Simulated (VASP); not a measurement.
# H8WC20 in VASP: single point with PBE

Aim: the single point of H8WC20 with PBE.

Everything below comes from runs of VASP 6.6.1. Logs are shortened: lines on timing, memory, paths and dates and some standing lists are left out, and cuts for length are marked.

## Step 1: The cell of the first run

The cell holds a slab with vacuum, 29 atoms: a = 5.049 Å, b = 5.049 Å, c = 17.165 Å, α = 90.00°, β = 90.00°, γ = 90.00°.

## Step 2: Single point, PBE

INCAR reads:

```
PREC     = Accurate       # precision mode
ENCUT    = 520            # plane-wave cutoff, eV
EDIFF    = 1E-6           # SCF threshold, eV
ISMEAR   = 0              # smearing method
SIGMA    = 0.05           # smearing width, eV
LREAL    = Auto         
LASPH    = T              # aspherical terms in the spheres
NELM     = 60             # most SCF steps
ALGO     = Normal         # electronic algorithm
ISIF     = 2              # what is computed and relaxed
LWAVE    = F              # write WAVECAR
LCHARG   = F              # write CHGCAR
GGA      = PE             # functional
NBANDS   = 71             # bands
```

KPOINTS reads:

```
Automatic mesh
0
Gamma
  3 3 1
```

POSCAR reads:

```
H8WC20
1.0
    5.0487420000      0.0000000000      0.0000000000
    0.0000000000      5.0487420000      0.0000000000
    0.0000000000      0.0000000000     17.1647000000
H C W
8 20 1
Direct
    0.4277868000      0.0000000000      0.0582591000
    0.0722132000      0.0000000000      0.0582591000
    0.9277868000      0.0000000000      0.0582591000
    0.5722132000      0.0000000000      0.0582591000
    0.4277868000      0.5000000000      0.0582591000
    0.0722132000      0.5000000000      0.0582591000
    0.9277868000      0.5000000000      0.0582591000
    0.5722132000      0.5000000000      0.0582591000
    0.2500000000      0.0000000000      0.0952362000
    0.7500000000      0.0000000000      0.0952362000
    0.2500000000      0.5000000000      0.0952362000
    0.7500000000      0.5000000000      0.0952362000
    0.2500000000      0.2500000000      0.1472324000
    0.7500000000      0.2500000000      0.1472324000
    0.2500000000      0.7500000000      0.1472324000
    0.7500000000      0.7500000000      0.1472324000
   -0.0000159766      0.2499985328      0.1939884672
    0.5000282783      0.2499951593      0.1979569028
    0.0000100169      0.7499896901      0.2003280983
    0.5000065343      0.7499995891      0.2059314575
    0.0000030270      0.0097698667      0.2487135102
    0.4999963427      0.0153024444      0.2572026639
    0.0000041377      0.4902151643      0.2487149468
    0.4999979084      0.4846685681      0.2572032674
    0.2365056150      0.0806161914      0.2996738871
    0.7634770881      0.0803884153      0.2996896250
    0.2365059939      0.4193601761      0.2996730591
    0.7634819597      0.4195924012      0.2996881254
    0.9998308317      0.2499800468      0.3848027933
```

Potentials or basis: VASP PAW PBE potentials, release 64 (H, C, W_sv).

On the command line:

```
$ cat potpaw_PBE.64/H/POTCAR potpaw_PBE.64/C/POTCAR potpaw_PBE.64/W_sv/POTCAR > POTCAR
$ mpirun -np 1 vasp_std > vasp.out
```

OUTCAR:

```text
PREC = Accurate
   ENCUT = 520
   EDIFF = 1E-6
   ISMEAR = 0
   LREAL = Auto
   LASPH = T
   NELM = 60
   ISIF = 2
   GGA = PE

 ion  position               nearest neighbor table
   1  0.428  0.000  0.058-   4 0.73   9 1.10
   2  0.072  0.000  0.058-   3 0.73   9 1.10
   3  0.928  0.000  0.058-   2 0.73  10 1.10
   4  0.572  0.000  0.058-   1 0.73  10 1.10
   5  0.428  0.500  0.058-   8 0.73  11 1.10
   6  0.072  0.500  0.058-   7 0.73  11 1.10
   7  0.928  0.500  0.058-   6 0.73  12 1.10
   8  0.572  0.500  0.058-   5 0.73  12 1.10
   9  0.250  0.000  0.095-   1 1.10   2 1.10  13 1.55  15 1.55
  10  0.750  0.000  0.095-   3 1.10   4 1.10  14 1.55  16 1.55
  11  0.250  0.500  0.095-   5 1.10   6 1.10  13 1.55  15 1.55
  12  0.750  0.500  0.095-   7 1.10   8 1.10  14 1.55  16 1.55
  13  0.250  0.250  0.147-  17 1.50  18 1.53   9 1.55  11 1.55
  14  0.750  0.250  0.147-  17 1.50  18 1.53  10 1.55  12 1.55
  15  0.250  0.750  0.147-   9 1.55  11 1.55  19 1.56  20 1.62
  16  0.750  0.750  0.147-  10 1.55  12 1.55  19 1.56  20 1.61
  17  1.000  0.250  0.194-  14 1.50  13 1.50  23 1.53  21 1.53
  18  0.500  0.250  0.198-  14 1.53  13 1.53  24 1.56  22 1.56
  19  0.000  0.750  0.200-  23 1.55  21 1.55  15 1.56  16 1.56
  20  0.500  0.750  0.206-  22 1.60  24 1.60  16 1.61  15 1.62
  21  0.000  0.010  0.249-  26 1.52  25 1.52  17 1.53  19 1.55  29 2.63
  22  0.500  0.015  0.257-  26 1.55  25 1.55  18 1.56  20 1.60
  23  0.000  0.490  0.249-  28 1.52  27 1.52  17 1.53  19 1.55  29 2.63
  24  0.500  0.485  0.257-  28 1.55  27 1.55  18 1.56  20 1.60
  25  0.237  0.081  0.300-  21 1.52  22 1.55  27 1.71  29 2.07
  26  0.763  0.080  0.300-  21 1.52  22 1.55  28 1.71  29 2.07
  27  0.237  0.419  0.300-  23 1.52  24 1.55  25 1.71  29 2.07
  28  0.763  0.420  0.300-  23 1.52  24 1.55  26 1.71  29 2.07
  29  1.000  0.250  0.385-  26 2.07  28 2.07  25 2.07  27 2.07  21 2.63  23 2.63

  LATTYP: Found a simple tetragonal cell.
 ALAT       =     5.0487420000
 C/A-ratio  =     3.3997974149

  Lattice vectors:

 A1 = (   5.0487420000,   0.0000000000,   0.0000000000)
 A2 = (   0.0000000000,   5.0487420000,   0.0000000000)
 A3 = (   0.0000000000,   0.0000000000,  17.1647000000)

Analysis of symmetry for initial positions (statically):
=====================================================================
 Subroutine PRICEL returns:
 Original cell was already a primitive cell.

 Routine SETGRP: Setting up the symmetry group for a
 simple tetragonal supercell.

 Subroutine GETGRP returns: Found  1 space group operations
 (whereof  1 operations were pure point group operations)
 out of a pool of 16 trial point group operations.

The static configuration has the point symmetry C_1 .

Analysis of symmetry for dynamics (positions and initial velocities):
=====================================================================
 Subroutine PRICEL returns:
 Original cell was already a primitive cell.

 Routine SETGRP: Setting up the symmetry group for a
 simple tetragonal supercell.

 Subroutine GETGRP returns: Found  1 space group operations
 (whereof  1 operations were pure point group operations)
 out of a pool of 16 trial point group operations.

The dynamic configuration has the point symmetry C_1 .

 Subroutine INISYM returns: Found  1 space group operations
 (whereof  1 operations are pure point group operations),
 and found     1 'primitive' translations

----------------------------------------------------------------------------------------

                                     Primitive cell

  volume of cell :     437.5247

  direct lattice vectors                    reciprocal lattice vectors
     5.048742000  0.000000000  0.000000000     0.198069143  0.000000000  0.000000000
     0.000000000  5.048742000  0.000000000     0.000000000  0.198069143  0.000000000
     0.000000000  0.000000000 17.164700000     0.000000000  0.000000000  0.058259102

  length of vectors
     5.048742000  5.048742000 17.164700000     0.198069143  0.198069143  0.058259102

  position of ions in fractional coordinates (direct lattice)
     0.427786800  0.000000000  0.058259100
     0.072213200  0.000000000  0.058259100
     0.927786800  0.000000000  0.058259100
     0.572213200  0.000000000  0.058259100
     0.427786800  0.500000000  0.058259100
     0.072213200  0.500000000  0.058259100
[... 21 lines left out ...]
     0.763481960  0.419592401  0.299688125
     0.999830832  0.249980047  0.384802793

  ion indices of the primitive-cell ions
   primitive index   ion index
                 1           1
                 2           2
                 3           3
                 4           4
                 5           5
                 6           6
[... 21 lines left out ...]
                28          28
                29          29

----------------------------------------------------------------------------------------

 KPOINTS: Automatic mesh

Automatic generation of k-mesh.
 Grid dimensions read from file:
 generate k-points for:    3    3    1

 Generating k-lattice:

  Cartesian coordinates                     Fractional coordinates (reciprocal lattice)
     0.066023048  0.000000000  0.000000000     0.333333333  0.000000000  0.000000000
     0.000000000  0.066023048  0.000000000     0.000000000  0.333333333  0.000000000
     0.000000000  0.000000000  0.058259102     0.000000000  0.000000000  1.000000000

  Length of vectors
     0.066023048  0.066023048  0.058259102

  Shift w.r.t. Gamma in fractional coordinates (k-lattice)
     0.000000000  0.000000000  0.000000000

 Subroutine IBZKPT returns following result:
 ===========================================

 Found      5 irreducible k-points:

 Following reciprocal coordinates:
            Coordinates               Weight
  0.000000  0.000000  0.000000      1.000000
  0.333333  0.000000  0.000000      2.000000
  0.000000  0.333333  0.000000      2.000000
  0.333333  0.333333  0.000000      2.000000
 -0.333333  0.333333  0.000000      2.000000
   k-points           NKPTS =      5   k-points in BZ     NKDIM =      5   number of bands    NBANDS=     71
   number of dos      NEDOS =    301   number of ions     NIONS =     29
   total plane-waves  NPLWV = 204800
   dimension x,y,z NGX =    40 NGY =   40 NGZ =  128
   dimension x,y,z NGXF=    80 NGYF=   80 NGZF=  256
   ions per type =               8  20   1
   NGX,Y,Z   is equivalent  to a cutoff of  13.17, 13.17, 12.40 a.u.
   NGXF,Y,Z  is equivalent  to a cutoff of  26.34, 26.34, 24.79 a.u.
 SYSTEM =  unknown system
   PREC   = accura    normal or accurate (medium, high low for compatibility)
   ISTART =      0    job   : 0-new  1-cont  2-samecut
   ICHARG =      2    charge: 1-file 2-atom 10-const
   ISPIN  =      1    spin polarized calculation?
   LNONCOLLINEAR =      F non collinear calculations
   LSORBIT =      F    spin-orbit coupling
   LASPH  =      T    aspherical Exc in radial PAW
   ENCUT  =  520.0 eV  38.22 Ry    6.18 a.u.   9.39  9.39 31.91*2*pi/ulx,y,z
   NELM   =     60;   NELMIN=  2; NELMDL= -5     # of ELM steps
   EDIFF  = 0.1E-05   stopping-criterion for ELM
   LREAL  =      T    real-space projection
   EDIFFG = 0.1E-04   stopping-criterion for IOM
   NSW    =      0    number of steps for IOM
   IBRION =     -1    ionic relax: 0-MD 1-quasi-New 2-CG
   NFREE  =      0    steps in history (QN), initial steepest desc. (CG)
   ISIF   =      2    stress and relaxation
   ISYM   =      2    0-nonsym 1-usesym 2-fastsym
   POTIM  = 0.5000    time-step for ionic-motion
   TEBEG  =    0.0;   TEEND  =   0.0 temperature during run
   PSTRESS=    0.0 pullay stress
   NELECT =     102.0000    total number of electrons
   NUPDOWN=      -1.0000    fix difference up-down
   EMIN   =  10.00;   EMAX   =-10.00  energy-range for DOS
   EFERMI =   0.00;   METHOD = LEGACY
   ISMEAR =     0;   SIGMA  =   0.05  broadening in eV -4-tet -1-fermi 0-gaus
   EFERMI_NEDOS =   21; number of points for ismear=-14 and -15
   IALGO  =     38    algorithm
   IMIX   =      4    mixing-type and parameters
     AMIX     =   0.40;   BMIX     =  1.00
     AMIX_MAG =   1.60;   BMIX_MAG =  1.00
  volume/ion in A,a.u.               =      15.09       101.81
  Fermi-wavevector in a.u.,A,eV,Ry     =   1.007567  1.904026 13.812522  1.015192
  Thomas-Fermi vector in A             =   2.140380
   LORBIT       =      0    0 simple, 1 ext, 2 COOP (PROOUT), +10 PAW based schemes
   GGA     = PE    functional components
   LHFCALC =     F    Hartree Fock is set to
   AEXX    =    0.0000 exact exchange contribution
   IVDW    =     0    specifies the selected vdW correction
   LEPSILON=     F    determine dielectric tensor
   LRPA    =     F    only Hartree local field effects (RPA)
 non-spin polarized calculation
 Gauss-broadening in eV      SIGMA  =   0.05
  energy-cutoff  :      520.00
  volume of cell :      437.52
 maximum number of plane-waves:     11843
 NGX is ok and might be reduce to    40
   NGX = 19   NGY = 19   NGZ = 63

 number of electron     102.0000004 magnetization

 Free energy of the ion-electron system (eV)
  ---------------------------------------------------
  ext. energy  EPLUGINS =         0.00000000
  ---------------------------------------------------
  free energy    TOTEN  =      -199.59469357 eV

  energy without entropy =     -199.59469357  energy(sigma->0) =     -199.59469357

 E-fermi :   1.3947     XC(G=0):  -5.6489

 val. band max:        1.1854940719   @ k =   0.3333   0.3333   0.0000
 cond. band min:       1.5956263294   @ k =   0.0000   0.0000   0.0000
 fundamental gap:      0.4101322575
 Fermi energy:         1.3946952204

 k-point     1 :       0.0000    0.0000    0.0000
  band No.  band energies     occupation
      1     -73.4131      2.00000
      2     -37.8452      2.00000
      3     -37.7917      2.00000
      4     -37.4747      2.00000
      5     -20.1655      2.00000
      6     -17.9159      2.00000
[... 55 lines left out ...]
     62       5.3934      0.00000
     63       5.7773      0.00000

 k-point     2 :       0.3333    0.0000    0.0000
  band No.  band energies     occupation
      1     -73.4131      2.00000
      2     -37.8451      2.00000
      3     -37.7917      2.00000
      4     -37.4751      2.00000
      5     -19.6692      2.00000
      6     -18.1290      2.00000
[... 197 lines left out ...]
      6     -17.7378      2.00000
[... 55 lines left out ...]
     62       5.8608      0.00000
     63       6.0604      0.00000
 [bands above 63 left out]

------------------------ aborting loop because EDIFF is reached ----------------------------------------

  FORCE on cell =-STRESS in cart. coord.  units (eV):
  Direction    XX          YY          ZZ          XY          YZ          ZX
  --------------------------------------------------------------------------------------
  -------------------------------------------------------------------------------------
  Total       65.6029907     -5.3980795     -4.0854579      0.0003654      0.0044026      0.0049240
  in kB      240.2324372    -19.7672968    -14.9605909      0.0013382      0.0161219      0.0180313
  external PRESSURE =      68.5015165 kB  Pullay stress =       0.0000000 kB

 VOLUME and BASIS-vectors are now :
 -----------------------------------------------------------------------------
  energy-cutoff  :      520.00
  volume of cell :      437.52
      direct lattice vectors                 reciprocal lattice vectors
     5.048742000  0.000000000  0.000000000     0.198069143  0.000000000  0.000000000
     0.000000000  5.048742000  0.000000000     0.000000000  0.198069143  0.000000000
     0.000000000  0.000000000 17.164700000     0.000000000  0.000000000  0.058259102

 POSITION                                       TOTAL-FORCE (eV/Angst)
 -----------------------------------------------------------------------------------
      2.15979      0.00000      1.00000        -8.842235     -0.037833      0.018862
      0.36459      0.00000      1.00000         8.830444     -0.045630      0.071486
      4.68416      0.00000      1.00000        -8.830251     -0.045702      0.071533
      2.88896      0.00000      1.00000         8.842478     -0.037913      0.018862
      2.15979      2.52437      1.00000        -8.842233      0.037608      0.018825
      0.36459      2.52437      1.00000         8.830445      0.045452      0.071511
[... 21 lines left out ...]
      3.85462      2.11841      5.14406        -0.040388      0.021623     -0.001467
      5.04789      1.26208      6.60502         0.001113      0.000382      0.136597
 -----------------------------------------------------------------------------------
    total drift:                               -0.003190      0.002454     -0.011942

  FREE ENERGIE OF THE ION-ELECTRON SYSTEM (eV)
  ---------------------------------------------------
  free  energy   TOTEN  =      -199.5946935684 eV

  energy  without entropy=     -199.5946935678  energy(sigma->0) =     -199.59469357
```

Wall time 4.1 min (1 thread of Intel Xeon Platinum 8375C at 2.90GHz (Ice Lake), shared host); peak memory 0.51 GiB.

Results:

```
Free energy            : -199.5947 eV
Largest force          : 8.843 eV/Å
Band gap on the k mesh : 0.41 eV, indirect (least direct gap 0.53 eV)
```

Forces in eV/Å, atoms in the order of the input:
```
H   -8.842 -0.038  0.019
H    8.830 -0.046  0.071
H   -8.830 -0.046  0.072
H    8.842 -0.038  0.019
H   -8.842  0.038  0.019
H    8.830  0.045  0.072
H   -8.830  0.046  0.072
H    8.842  0.038  0.019
C    0.375 -0.119  1.001
C   -0.375 -0.119  1.001
C    0.376  0.118  1.001
C   -0.376  0.119  1.001
C    0.422  0.000 -2.631
C   -0.421  0.000 -2.633
C    0.209 -0.001  0.389
C   -0.207 -0.001  0.390
C    0.000 -0.001 -0.006
C   -0.003 -0.001  0.012
C    0.001  0.001  0.026
C   -0.003 -0.001 -0.011
C   -0.003 -0.039 -0.023
C    0.002 -0.011  0.008
C   -0.001  0.039 -0.025
C    0.002  0.014  0.008
C    0.040 -0.024  0.000
C   -0.039 -0.021 -0.003
C    0.040  0.024  0.001
C   -0.040  0.022 -0.001
W    0.001  0.000  0.137
```

Caveat: spin-orbit coupling is left out, which moves the levels of the heavy elements.
